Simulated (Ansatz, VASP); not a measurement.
# Two plane-wave programs on ZnO

POSCAR

```
ZnO
1.0
    3.2351980836      0.0000000000      0.0000000000
   -1.6175990418      2.8017637266      0.0000000000
    0.0000000000      0.0000000000      5.2114015619
Zn O
2 2
Direct
    0.3333333333      0.6666666667      0.4996921304
    0.6666666667      0.3333333333     -0.0003078696
    0.6666666667      0.3333333333      0.3793178696
    0.3333333333      0.6666666667      0.8793178696
```

Contents of INCAR.step1:

```
PREC = Accurate
ENCUT = 520
ISMEAR = 0
SIGMA = 0.02
LREAL = False
LASPH = True
NELM = 100
NBANDS = 26
GGA = PE
ALGO = Normal
EDIFF = 1E-4
LWAVE = True
LCHARG = False
```

The input INCAR.step2:

```
PREC = Accurate
ENCUT = 520
EDIFF = 1E-6
ISMEAR = 0
SIGMA = 0.02
LREAL = False
LASPH = True
NELM = 100
ALGO = Normal
ISIF = 2
LWAVE = False
LCHARG = True
METAGGA = R2SCAN
LMIXTAU = True
LELF = True
LVHAR = True
NBANDS = 26
ISTART = 1
```

The input KPOINTS:

```
regular mesh
0
Gamma
  12 12 6
```

Input for Ansatz:

```yaml
crystal:
  lattice:
    - [3.2351980836, 0.0, 0.0]
    - [-1.6175990418, 2.8017637266, 0.0]
    - [0.0, 0.0, 5.2114015619]
  atoms:
    - { symbol: Zn, position: [0.3333333333, 0.6666666667, 0.4996921304] }
    - { symbol: Zn, position: [0.6666666667, 0.3333333333, -0.0003078696] }
    - { symbol: O, position: [0.6666666667, 0.3333333333, 0.3793178696] }
    - { symbol: O, position: [0.3333333333, 0.6666666667, 0.8793178696] }
basis:
  ecutwfc: 500
kpoints:
  mp_grid: { grid: [12, 12, 6] }
  band_path:
    path:
      - [[0.0, 0.0, 0.0], [0.5, 0.0, 0.0], [0.33333333, 0.33333333, 0.0], [0.0, 0.0, 0.0], [0.0, 0.0, 0.5], [0.5, 0.0, 0.5], [0.33333333, 0.33333333, 0.5], [0.0, 0.0, 0.5]]
      - [[0.5, 0.0, 0.5], [0.5, 0.0, 0.0]]
      - [[0.33333333, 0.33333333, 0.5], [0.33333333, 0.33333333, 0.0]]
    npoints: 14
hamiltonian:
  xc: r2scan
scf:
  occupations: { method: gaussian, width: 0.02 }
  n_extra_bands: 10
output:
  forces: true
  stress: true
  eigenvalues: true
  populations: true
  dos: { projected: true, de: 0.02, nscf_kmesh: { grid: [18, 18, 9] } }
  bader: true
  write_density: true
  write_potential: true
  elf: true
  volumetric_format: npy
```

Alike in both runs: task single point; functional r2SCAN; k mesh 12 × 12 × 6; occupations gaussian, width 0.02 eV; no spin polarisation.

|  | VASP | Ansatz |
| --- | --- | --- |
| version | VASP 6.6.1 | Ansatz 0.2.0 |
| potentials or method | VASP PAW PBE potentials, release 64 (Zn, O), cutoff 520 eV | scalar-relativistic, plane waves, PAW |
| valence electrons in the cell | 36 | 36 |

|  | VASP | Ansatz | Ansatz less VASP |
| --- | --- | --- | --- |
| gap on the k mesh at the Fermi level (eV) | 1.23 | 1.24 | +0.003 |
| least direct gap on the mesh (eV) | 1.23 | 1.24 | +0.003 |
| pressure (GPa) | 1.0 | 0.0 | -1.03 |
| traceless stress, the component that is largest in VASP (GPa) | 0.08 | 0.00 | -0.077 |
| rms of the force components (eV/Å) | 0.006 | 0.000 | -0.0057 |

VASP's potentials were made for PBE, not for r2SCAN. Atom by atom the forces differ by 0.006 eV/Å (rms over components).
